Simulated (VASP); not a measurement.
A run of VASP 6.6.1 is set up as follows.

File INCAR:

```
  PREC = Accurate
  ENCUT = 520
  EDIFF = 1E-7
  ISMEAR = -1
  SIGMA = 0.3
  LREAL = F
  LASPH = T
  NELM = 150
  ALGO = Normal
  ISIF = 2
  LWAVE = F
  LCHARG = T
  ISPIN = 2
  MAGMOM = 0.672
  LORBIT = 11
  LMAXMIX = 4
  GGA = PE
  LELF = T
  LVHAR = T
  NBANDS = 15
```

File KPOINTS:

```
Automatic mesh
0
Gamma
  15 15 15
```

The input POSCAR:

```
Ni
1.0
    0.0000000000      1.7596893266      1.7596893266
    1.7596893266      0.0000000000      1.7596893266
    1.7596893266      1.7596893266      0.0000000000
Ni
1
Direct
    0.0000000000      0.0000000000      0.0000000000
```

Potentials or basis: VASP PAW PBE potentials, release 64 (Ni).

Launch:

```bash
$ cat potpaw_PBE.64/Ni/POTCAR > POTCAR
$ mpirun -np 1 vasp_std > vasp.out
```

Question: What does it give for the pressure?

Answer: 2.0 GPa.

Question: Predict the band gap on the k mesh.

Answer: Zero (filled and empty bands overlap).
